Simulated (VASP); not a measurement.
Input of a VASP 6.6.1 run:

File POSCAR:

```
In
1.0
   -1.6688115510      1.6688115510      2.3626270123
    1.6688115510     -1.6688115510      2.3626270123
    1.6688115510      1.6688115510     -2.3626270123
In
1
Direct
    0.0000000000      0.0000000000      0.0000000000
```

Contents of INCAR.step1:

```
SYSTEM = In
ALGO     = Normal         ! electronic algorithm
EDIFF    = 1E-4           ! SCF threshold, eV
ENCUT    = 520            ! plane-wave cutoff, eV
GGA      = PE             ! functional
ISMEAR   = 0              ! smearing method
LASPH    = .TRUE.         ! aspherical terms in the spheres
LCHARG   = .FALSE.        ! write CHGCAR
LREAL    = .FALSE.        ! projectors in reciprocal space
LWAVE    = .TRUE.         ! write WAVECAR
NBANDS   = 12             ! bands
NELM     = 100            ! most SCF steps
PREC     = Accurate       ! precision mode
SIGMA    = 0.1            ! smearing width, eV
```

INCAR.step2

```
SYSTEM = In
ALGO     = Normal         ! electronic algorithm
EDIFF    = 1E-6           ! SCF threshold, eV
ENCUT    = 520            ! plane-wave cutoff, eV
ISIF     = 2              ! what is computed and relaxed
ISMEAR   = 0              ! smearing method
ISTART   = 1            
LASPH    = .TRUE.         ! aspherical terms in the spheres
LCHARG   = .FALSE.        ! write CHGCAR
LMIXTAU  = .TRUE.       
LREAL    = .FALSE.        ! projectors in reciprocal space
LWAVE    = .FALSE.        ! write WAVECAR
METAGGA  = R2SCAN         ! meta-GGA
NBANDS   = 12             ! bands
NELM     = 100            ! most SCF steps
PREC     = Accurate       ! precision mode
SIGMA    = 0.1            ! smearing width, eV
```

The input KPOINTS:

```
k-points
0
G
  18 18 18
  0 0 0
```

Potentials or basis: VASP PAW PBE potentials, release 64 (In_d).

The run is started by

```bash
$ cat potpaw_PBE.64/In_d/POTCAR > POTCAR
$ cp INCAR.step1 INCAR
$ mpirun -np 1 vasp_std > vasp.out
$ cp INCAR.step2 INCAR
$ mpirun -np 1 vasp_std > vasp.out
```

(1) What does it give for the band gap on the k mesh?

(2) Estimate the pressure.

Answers

(1) zero (an odd number of electrons rules out a gap without spin polarisation).

(2) 0.0 GPa.

Caveat: the PAW data sets were made with another functional, which shifts forces and pressure a little; spin-orbit coupling is left out, which moves the levels of the heavy elements.
